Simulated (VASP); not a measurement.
Write the native input for VASP 6.6.1 that does the following.

| Quantity | Value |
| --- | --- |
| Task | single point |
| Functional | LDA |
| Potentials or basis | VASP PAW LDA potentials, release 64 (Cs_sv, H) |
| Cutoff | 520 eV |
| k mesh | 12 × 12 × 12 |
| Occupations | fermi-dirac, width 0.05 eV |
| Spin | no spin polarisation |
| Dipole correction | no |
| Further INCAR settings | ALGO = Normal; EDIFF = 1e-06; NBANDS = 12 |

The structure of CsH (rocksalt type) lies in POSCAR:

```
CsH
1.0
    0.0000000000      2.6802552000      2.6802552000
    2.6802552000      0.0000000000      2.6802552000
    2.6802552000      2.6802552000      0.0000000000
Cs H
1 1
Direct
    0.0000000000      0.0000000000      0.0000000000
    0.5000000000      0.5000000000      0.5000000000
```

This cell differs from its parent crystal: volume scaled by 0.68.

One way to write it, as run:

INCAR

```
  ALGO = Normal
  EDIFF = 1E-6
  ENCUT = 520
  GGA = CA
  ISIF = 2
  ISMEAR = -1
  LASPH = True
  LCHARG = True
  LELF = True
  LREAL = False
  LVHAR = True
  LWAVE = False
  NBANDS = 12
  NELM = 80
  PREC = Accurate
  SIGMA = 0.05
```

KPOINTS

```
k-points
0
Gamma
  12 12 12
```

Potentials or basis: VASP PAW LDA potentials, release 64 (Cs_sv, H).

Run with:

```console
$ cat potpaw_LDA.64/Cs_sv/POTCAR potpaw_LDA.64/H/POTCAR > POTCAR
$ mpirun -np 1 vasp_std > vasp.out
```

It gave:

```yaml
Pressure: 9.9 GPa
Band_gap_on_the_k_mesh: 0.81 eV, direct
```

Caveat: spin-orbit coupling is left out, which moves the levels of the heavy elements.

Wall time 15 s on 1 thread of AMD EPYC 9R45 96-Core Processor (Zen 5), with other jobs on the host, peak memory 0.13 GiB.
